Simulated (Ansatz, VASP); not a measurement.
# KCl: VASP beside Ansatz

The input POSCAR:

```
KCl
1.0
    0.0000000000      3.0574203817      3.1689867190
    3.0574203817      0.0000000000      3.1689867190
    3.0574203817      3.0574203817      0.0000000000
K Cl
1 1
Direct
    0.0000000000      0.0000000000      0.0000000000
    0.5000000000      0.5000000000      0.5000000000
```

Contents of INCAR.step1:

```
SYSTEM = KCl
PREC     = Accurate       ! precision mode
ENCUT    = 520            ! plane-wave cutoff, eV
ISMEAR   = 0              ! smearing method
SIGMA    = 0.01           ! smearing width, eV
LREAL    = .False.        ! projectors in reciprocal space
LASPH    = .True.         ! aspherical terms in the spheres
NELM     = 60             ! most SCF steps
NBANDS   = 15             ! bands
GGA      = PE             ! functional
ALGO     = Normal         ! electronic algorithm
EDIFF    = 1E-4           ! SCF threshold, eV
LWAVE    = .True.         ! write WAVECAR
LCHARG   = .False.        ! write CHGCAR
```

The input INCAR.step2:

```
SYSTEM = KCl
PREC     = Accurate       ! precision mode
ENCUT    = 520            ! plane-wave cutoff, eV
EDIFF    = 1E-6           ! SCF threshold, eV
ISMEAR   = 0              ! smearing method
SIGMA    = 0.01           ! smearing width, eV
LREAL    = .False.        ! projectors in reciprocal space
LASPH    = .True.         ! aspherical terms in the spheres
NELM     = 60             ! most SCF steps
ALGO     = Normal         ! electronic algorithm
ISIF     = 2              ! what is computed and relaxed
LWAVE    = .False.        ! write WAVECAR
LCHARG   = .False.        ! write CHGCAR
METAGGA  = R2SCAN         ! meta-GGA
LMIXTAU  = .True.       
NBANDS   = 15             ! bands
ISTART   = 1
```

Contents of KPOINTS:

```
Automatic mesh
0
Gamma
  8 8 8
  0 0 0
```

Input for Ansatz:

```yaml
crystal:
  lattice:
    - [0.0, 3.0574203817, 3.168986719]
    - [3.0574203817, 0.0, 3.168986719]
    - [3.0574203817, 3.0574203817, 0.0]
  atoms:
    - { symbol: K, position: [0.0, 0.0, 0.0] }
    - { symbol: Cl, position: [0.5, 0.5, 0.5] }
kpoints:
  mp_grid: { grid: [8, 8, 8] }
  band_path:
    path:
      - [0.0, 0.0, 0.0]
      - [0.5, 0.0, 0.5]
      - [0.625, 0.25, 0.625]
      - [0.375, 0.375, 0.75]
      - [0.5, 0.5, 0.5]
      - [0.5, 0.25, 0.75]
    npoints: 1
hamiltonian:
  xc: r2scan
scf:
  occupations: { method: fixed }
  n_extra_bands: 4
output:
  forces: true
  stress: true
  eigenvalues: true
```

Change from the starting cell: epitaxial_xy strain -2.8%.

Alike in both runs: task single point; functional r2SCAN; k mesh 8 × 8 × 8; no spin polarisation.

|  | VASP | Ansatz |
| --- | --- | --- |
| version | VASP 6.6.1 | Ansatz 0.2.0 |
| potentials or method | VASP PAW PBE potentials, release 64 (K_sv, Cl) | plane waves, PAW |
| plane-wave cutoff (eV) | 520 | 500 |
| occupations | gaussian, width 0.01 eV | fixed |
| valence electrons in the cell | 16 | 16 |

|  | VASP | Ansatz | Ansatz less VASP |
| --- | --- | --- | --- |
| gap on the k mesh at the Fermi level (eV) | 5.99 | 5.99 | -0.004 |
| pressure (GPa) | 1.2 | 1.2 | +0.01 |
| traceless stress, the component that is largest in VASP (GPa) | -1.19 | -1.17 | +0.016 |

VASP's potentials were made for PBE, not for r2SCAN.
